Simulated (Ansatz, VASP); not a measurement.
C: VASP beside Ansatz

```
C
1.0
     0.00000    2.12700    3.34800
     1.22800    0.00000    3.34800
     1.22800    2.12700    0.00000
C
2
Direct
  0.08536 0.82503 0.34771
  0.83333 0.16667 0.83333
```

Alike in both runs: task single point; functional PBEsol; k mesh 14 × 14 × 14; occupations gaussian, width 0.05 eV; no spin polarisation.

```csv
,VASP,Ansatz
version,VASP 6.6.1,Ansatz 0.2.0
potentials or method,"VASP PAW PBE potentials, release 64 (C), cutoff 520 eV","scalar-relativistic, plane waves, PAW"
valence electrons in the cell,8,8
```

Ansatz gave:

* gap on the k mesh at the Fermi level (eV): none
* rms of the force components (eV/Å): 10.974

Task: Which values does VASP return?

Result: gap on the k mesh at the Fermi level (eV): none; rms of the force components (eV/Å): 11.089.

VASP's potentials were made for PBE, not for PBEsol. Atom by atom the forces differ by 0.120 eV/Å (rms over components). A gap of «none» marks a metal or a gap that the smearing closes.
